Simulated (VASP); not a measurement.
**ZnS: single point with PBE**

The system is ZnS.

```
CELL_PARAMETERS angstrom
3.88048 0.00000 0.00000
-1.94024 3.36059 0.00000
0.00000 0.00000 12.70052
ATOMIC_POSITIONS crystal
Zn 0.00000 0.00000 0.00005
Zn 0.00000 0.00000 0.50005
Zn 0.33333 0.66667 0.25002
Zn 0.66667 0.33333 0.75002
S 0.00000 0.00000 0.18729
S 0.00000 0.00000 0.68729
S 0.33333 0.66667 0.43764
S 0.66667 0.33333 0.93764
```

| Quantity | Value |
| --- | --- |
| Program | VASP 6.6.1 |
| Task | single point |
| Functional | PBE |
| Potentials or basis | VASP PAW PBE potentials, release 64 (Zn, S) |
| Cutoff | 520 eV |
| k mesh | 9 × 9 × 4 |
| Occupations | gaussian, width 0.05 eV |
| Spin | no spin polarisation |
| Dipole correction | no |
| Further INCAR settings | ALGO = Normal; EDIFF = 1e-07; NBANDS = 46 |

The pressure is -1.6 GPa and the band gap on the k mesh is 1.94 eV.

Levels at points of the mesh, in eV from the valence-band top:
```
           k point  band 34  band 35  band 36  band 37  band 38  band 39
(0.00, 0.00, 0.00)    -0.04     0.00     0.00     1.94     3.11     3.25
(0.00, 0.00, 0.50)    -0.13    -0.13    -0.13     2.80     2.80     3.22
```

Wall time 6.2 min on 1 thread of AMD EPYC 7R32 (Zen 2), with other jobs on the host, peak memory 0.36 GiB.

A k mesh can miss the band edges. PBE gaps usually lie below the measured ones, often by a third to a half.
